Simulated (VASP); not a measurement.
# C (I4_1/amd) in VASP: notebook

The runs below take C through single point, with PBE.

All numbers are computed with VASP 6.6.1; they aren't measurements. Logs are shortened: lines on timing, memory, paths and dates and some standing lists are left out, and cuts for length are marked.

**1. The cell of the first run**

Symmetry: I4_1/amd, No. 141, tetragonal system. The conventional cell has a = 4.232 Å, b = 4.232 Å, c = 2.302 Å, α = 90.00°, β = 90.00°, γ = 90.00°. C (site symmetry -4m2) has 10 C at 2.19 to 2.73 Å within 2.9 Å.

**2. Single point, PBE (Sn replaced by C, lengths x 0.728, strained)**

File INCAR:

```
SYSTEM = C
  PREC = Accurate
  ENCUT = 520
  EDIFF = 1E-7
  ISMEAR = 0
  SIGMA = 0.1
  LREAL = .False.
  LASPH = .True.
  NELM = 60
  ALGO = Normal
  ISIF = 2
  LWAVE = .False.
  LCHARG = .False.
  GGA = PE
  NBANDS = 11
```

File KPOINTS:

```
Automatic mesh
0
Gamma
  8 8 8
  0 0 0
```

File POSCAR:

```
C
1.0
   -2.1160816959      2.1160816959      1.1510516985
    2.1160816959     -2.1160816959      1.1510516985
    2.1160816959      2.1160816959     -1.1510516985
C
2
Direct
    0.7500000000      0.2500000000      0.5000000000
    0.0000000000      0.0000000000      0.0000000000
```

Potentials or basis: VASP PAW PBE potentials, release 64 (C).

Launch:

```console
$ cat potpaw_PBE.64/C/POTCAR > POTCAR
$ mpirun -np 1 vasp_std > vasp.out
```

OUTCAR:

```text
SYSTEM = C
   PREC = Accurate
   ENCUT = 520
   EDIFF = 1E-7
   ISMEAR = 0
   LREAL = .False.
   LASPH = .True.
   NELM = 60
   ISIF = 2
   GGA = PE

 ion  position               nearest neighbor table
   1  0.750  0.250  0.500-
   2  0.000  0.000  0.000-

  LATTYP: Found a body centered tetragonal cell.
 ALAT       =     4.2321633918
 C/A-ratio  =     0.5439542815

  Lattice vectors:

 A1 = (  -2.1160816959,   2.1160816959,   1.1510516985)
 A2 = (   2.1160816959,  -2.1160816959,   1.1510516985)
 A3 = (   2.1160816959,   2.1160816959,  -1.1510516985)

Analysis of symmetry for initial positions (statically):
=====================================================================
 Subroutine PRICEL returns:
 Original cell was already a primitive cell.

 Routine SETGRP: Setting up the symmetry group for a
 body centered tetragonal supercell.

 Subroutine GETGRP returns: Found 16 space group operations
 (whereof  8 operations were pure point group operations)
 out of a pool of 16 trial point group operations.

The static configuration has the point symmetry D_2d.
 The point group associated with its full space group is D_4h.

Analysis of symmetry for dynamics (positions and initial velocities):
=====================================================================
 Subroutine PRICEL returns:
 Original cell was already a primitive cell.

 Routine SETGRP: Setting up the symmetry group for a
 body centered tetragonal supercell.

 Subroutine GETGRP returns: Found 16 space group operations
 (whereof  8 operations were pure point group operations)
 out of a pool of 16 trial point group operations.

The dynamic configuration has the point symmetry D_2d.
 The point group associated with its full space group is D_4h.

 Subroutine INISYM returns: Found 16 space group operations
 (whereof  8 operations are pure point group operations),
 and found     1 'primitive' translations

----------------------------------------------------------------------------------------

                                     Primitive cell

  volume of cell :      20.6167

  direct lattice vectors                    reciprocal lattice vectors
    -2.116081696  2.116081696  1.151051699     0.000000000  0.236285773  0.434385354
     2.116081696 -2.116081696  1.151051699     0.236285773  0.000000000  0.434385354
     2.116081696  2.116081696 -1.151051699     0.236285773  0.236285773  0.000000000

  length of vectors
     3.206325545  3.206325545  3.206325545     0.494491257  0.494491257  0.334158545

  position of ions in fractional coordinates (direct lattice)
     0.750000000  0.250000000  0.500000000
     0.000000000  0.000000000  0.000000000

  ion indices of the primitive-cell ions
   primitive index   ion index
                 1           1
                 2           2

----------------------------------------------------------------------------------------

 KPOINTS: Automatic mesh

Automatic generation of k-mesh.
 Grid dimensions read from file:
 generate k-points for:    8    8    8

 Generating k-lattice:

  Cartesian coordinates                     Fractional coordinates (reciprocal lattice)
     0.000000000  0.029535722  0.054298169     0.125000000 -0.000000000  0.000000000
     0.029535722  0.000000000  0.054298169    -0.000000000  0.125000000  0.000000000
     0.029535722  0.029535722  0.000000000     0.000000000  0.000000000  0.125000000

  Length of vectors
     0.061811407  0.061811407  0.041769818

  Shift w.r.t. Gamma in fractional coordinates (k-lattice)
     0.000000000  0.000000000  0.000000000

 Subroutine IBZKPT returns following result:
 ===========================================

 Found     59 irreducible k-points:

 Following reciprocal coordinates:
            Coordinates               Weight
  0.000000  0.000000  0.000000      1.000000
  0.125000  0.000000 -0.000000      8.000000
  0.250000  0.000000 -0.000000      8.000000
  0.375000  0.000000  0.000000      8.000000
  0.500000  0.000000 -0.000000      4.000000
  0.125000  0.125000 -0.000000      8.000000
[... 16 lines left out ...]
  0.250000  0.125000  0.125000     16.000000
  0.375000  0.125000  0.125000      8.000000
 [... further k-points ...]
   k-points           NKPTS =     59   k-points in BZ     NKDIM =     59   number of bands    NBANDS=     11
   number of dos      NEDOS =    301   number of ions     NIONS =      2
   total plane-waves  NPLWV =  13824
   dimension x,y,z NGX =    24 NGY =   24 NGZ =   24
   dimension x,y,z NGXF=    48 NGYF=   48 NGZF=   48
   ions per type =               2
   NGX,Y,Z   is equivalent  to a cutoff of  12.44, 12.44, 12.44 a.u.
   NGXF,Y,Z  is equivalent  to a cutoff of  24.89, 24.89, 24.89 a.u.
 SYSTEM =  C
   PREC   = accura    normal or accurate (medium, high low for compatibility)
   ISTART =      0    job   : 0-new  1-cont  2-samecut
   ICHARG =      2    charge: 1-file 2-atom 10-const
   ISPIN  =      1    spin polarized calculation?
   LNONCOLLINEAR =      F non collinear calculations
   LSORBIT =      F    spin-orbit coupling
   LASPH  =      T    aspherical Exc in radial PAW
   ENCUT  =  520.0 eV  38.22 Ry    6.18 a.u.   5.96  5.96  5.96*2*pi/ulx,y,z
   NELM   =     60;   NELMIN=  2; NELMDL= -5     # of ELM steps
   EDIFF  = 0.1E-06   stopping-criterion for ELM
   LREAL  =      F    real-space projection
   EDIFFG = 0.1E-05   stopping-criterion for IOM
   NSW    =      0    number of steps for IOM
   IBRION =     -1    ionic relax: 0-MD 1-quasi-New 2-CG
   NFREE  =      0    steps in history (QN), initial steepest desc. (CG)
   ISIF   =      2    stress and relaxation
   ISYM   =      2    0-nonsym 1-usesym 2-fastsym
   POTIM  = 0.5000    time-step for ionic-motion
   TEBEG  =    0.0;   TEEND  =   0.0 temperature during run
   PSTRESS=    0.0 pullay stress
   NELECT =       8.0000    total number of electrons
   NUPDOWN=      -1.0000    fix difference up-down
   EMIN   =  10.00;   EMAX   =-10.00  energy-range for DOS
   EFERMI =   0.00;   METHOD = LEGACY
   ISMEAR =     0;   SIGMA  =   0.10  broadening in eV -4-tet -1-fermi 0-gaus
   EFERMI_NEDOS =   21; number of points for ismear=-14 and -15
   IALGO  =     38    algorithm
   IMIX   =      4    mixing-type and parameters
     AMIX     =   0.40;   BMIX     =  1.00
     AMIX_MAG =   1.60;   BMIX_MAG =  1.00
  volume/ion in A,a.u.               =      10.31        69.56
  Fermi-wavevector in a.u.,A,eV,Ry     =   1.194075  2.256475 19.399392  1.425815
  Thomas-Fermi vector in A             =   2.330074
   LORBIT       =      0    0 simple, 1 ext, 2 COOP (PROOUT), +10 PAW based schemes
   GGA     = PE    functional components
   LHFCALC =     F    Hartree Fock is set to
   AEXX    =    0.0000 exact exchange contribution
   IVDW    =     0    specifies the selected vdW correction
   LEPSILON=     F    determine dielectric tensor
   LRPA    =     F    only Hartree local field effects (RPA)
 non-spin polarized calculation
 Gauss-broadening in eV      SIGMA  =   0.10
  energy-cutoff  :      520.00
  volume of cell :       20.62
 maximum number of plane-waves:       570
   NGX = 11   NGY = 11   NGZ = 11

 number of electron       8.0000000 magnetization

 Free energy of the ion-electron system (eV)
  ---------------------------------------------------
  ext. energy  EPLUGINS =         0.00000000
  ---------------------------------------------------
  free energy    TOTEN  =        -9.83558415 eV

  energy without entropy =       -9.82970523  energy(sigma->0) =       -9.83264469

 E-fermi :   3.1362     XC(G=0): -10.9715

 val. band max:        3.1016537172   @ k =  -0.2500   0.1250   0.0000
 cond. band min:       3.1987407964   @ k =  -0.1250  -0.2500   0.1250
 fundamental gap:      0.0970870792
 Fermi energy:         3.1361881385

 k-point     1 :       0.0000    0.0000    0.0000
  band No.  band energies     occupation
      1     -11.4248      2.00000
      2      -1.2239      2.00000
      3       0.8000      2.00000
      4       0.8000      2.00000
      5       8.7828      0.00000
      6       8.7828      0.00000
      7       8.8062      0.00000
      8       8.8386      0.00000
      9      13.0372      0.00000
     10      23.2598      0.00000
     11      25.0803      0.00000

 k-point     2 :       0.1250    0.0000   -0.0000
  band No.  band energies     occupation
      1     -10.9629      2.00000
      2      -1.6256      2.00000
      3       0.8558      2.00000
      4       1.8192      2.00000
      5       7.3839      0.00000
      6       7.6694      0.00000
      7       8.5110      0.00000
      8       8.7850      0.00000
      9      13.8725      0.00000
     10      23.3900      0.00000
     11      24.0918      0.00000

 k-point     3 :       0.2500    0.0000   -0.0000
  band No.  band energies     occupation
      1      -9.5980      2.00000
      2      -1.8955      2.00000
      3       1.0894      2.00000
      4       3.4599      0.00000
      5       4.4061      0.00000
      6       5.3954      0.00000
      7       7.7143      0.00000
      8       8.6051      0.00000
      9      16.0080      0.00000
     10      20.4226      0.00000
     11      21.3758      0.00000

 k-point     4 :       0.3750    0.0000    0.0000
  band No.  band energies     occupation
      1      -7.4289      2.00000
      2      -2.0054      2.00000
      3       0.9625      2.00000
      4       1.5038      2.00000
      5       2.6384      2.00000
      6       5.7352      0.00000
      7       7.2771      0.00000
      8       8.0344      0.00000
      9      17.4018      0.00000
     10      18.9014      0.00000
     11      22.1752      0.00000

 k-point     5 :       0.5000    0.0000   -0.0000
  band No.  band energies     occupation
      1      -5.3651      2.00000
      2      -3.4058      2.00000
      3       0.4793      2.00000
      4       1.1947      2.00000
      5       1.7554      2.00000
      6       6.0440      0.00000
      7       7.5300      0.00000
      8       7.6372      0.00000
      9      17.4523      0.00000
     10      18.8063      0.00000
     11      22.1802      0.00000
[... 211 lines left out ...]
 k-point    21 :       0.5000    0.5000   -0.0000
  band No.  band energies     occupation
      1      -8.1507      2.00000
      2      -8.1507      2.00000
      3       3.7793      0.00000
      4       3.7793      0.00000
      5       5.2904      0.00000
      6       5.2904      0.00000
      7       8.8036      0.00000
      8       8.8036      0.00000
      9      21.6688      0.00000
     10      21.6688      0.00000
     11      24.0754      0.00000

 k-point    22 :       0.1250    0.1250    0.1250
  band No.  band energies     occupation
      1      -9.1905      2.00000
      2      -3.2924      2.00000
      3       2.1365      2.00000
      4       3.7475      0.00000
      5       4.2583      0.00000
      6       5.1018      0.00000
      7       7.8611      0.00000
      8       7.8754      0.00000
      9      16.8955      0.00000
     10      20.9065      0.00000
     11      21.5540      0.00000

 k-point    23 :       0.2500    0.1250    0.1250
  band No.  band energies     occupation
      1      -7.0439      2.00000
      2      -2.9799      2.00000
      3       0.5126      2.00000
      4       1.5960      2.00000
      5       3.9278      0.00000
      6       5.6124      0.00000
      7       7.2589      0.00000
      8       7.9732      0.00000
      9      17.2584      0.00000
     10      19.3226      0.00000
     11      22.1767      0.00000

 k-point    24 :       0.3750    0.1250    0.1250
  band No.  band energies     occupation
      1      -5.0257      2.00000
      2      -3.3831      2.00000
      3      -0.9840      2.00000
      4       0.3539      2.00000
      5       4.0092      0.00000
      6       6.2544      0.00000
      7       7.2832      0.00000
      8       7.9253      0.00000
      9      17.2312      0.00000
     10      19.2237      0.00000
     11      20.7690      0.00000

 [... further k-points ...]

------------------------ aborting loop because EDIFF is reached ----------------------------------------

  FORCE on cell =-STRESS in cart. coord.  units (eV):
  Direction    XX          YY          ZZ          XY          YZ          ZX
  --------------------------------------------------------------------------------------
  -------------------------------------------------------------------------------------
  Total       -6.7460577     -6.7460577     -4.5369400      0.0000000      0.0000000      0.0000000
  in kB     -524.2530310   -524.2530310   -352.5769686      0.0000000      0.0000000      0.0000000
  external PRESSURE =    -467.0276768 kB  Pullay stress =       0.0000000 kB

 VOLUME and BASIS-vectors are now :
 -----------------------------------------------------------------------------
  energy-cutoff  :      520.00
  volume of cell :       20.62
      direct lattice vectors                 reciprocal lattice vectors
    -2.116081696  2.116081696  1.151051699     0.000000000  0.236285773  0.434385354
     2.116081696 -2.116081696  1.151051699     0.236285773  0.000000000  0.434385354
     2.116081696  2.116081696 -1.151051699     0.236285773  0.236285773  0.000000000

 POSITION                                       TOTAL-FORCE (eV/Angst)
 -----------------------------------------------------------------------------------
      0.00000      2.11608      0.57553         0.000000     -0.000000      0.000000
      0.00000      0.00000      0.00000        -0.000000      0.000000     -0.000000
 -----------------------------------------------------------------------------------
    total drift:                                0.000000      0.000000     -0.000000

  FREE ENERGIE OF THE ION-ELECTRON SYSTEM (eV)
  ---------------------------------------------------
  free  energy   TOTEN  =        -9.8355841457 eV

  energy  without entropy=       -9.8297052301  energy(sigma->0) =       -9.83264469
```

It took 4.5 s on 1 thread of Intel Xeon 6975P-C (Granite Rapids), shared host; peak memory 0.12 GiB.

What came out:

```yaml
Free_energy: -9.8356 eV
Pressure: -46.7 GPa
Band_gap_on_the_k_mesh: zero (bands 4 and 5 overlap by 3.76 eV)
```

Levels at points of the mesh, in eV from the Fermi level:
```csv
k point,band 2,band 3,band 4,band 5,band 6,band 7
"(0.00, 0.00, 0.00)",-4.36,-2.34,-2.34,5.65,5.65,5.67
"(0.50, 0.00, 0.00)",-6.54,-2.66,-1.94,-1.38,2.91,4.39
"(0.50, 0.50, 0.00)",-11.29,0.64,0.64,2.15,2.15,5.67
"(0.50, 0.50, 0.50)",-9.37,-5.82,-5.82,5.18,5.18,7.16
```

Caveat: the k points lie up to 0.39 Å⁻¹ apart, too coarse for converged energies and pressures of a metal; the cell differs from its parent crystal (Sn replaced by C, lengths x 0.728, strained).

[end of part 1 of 2]
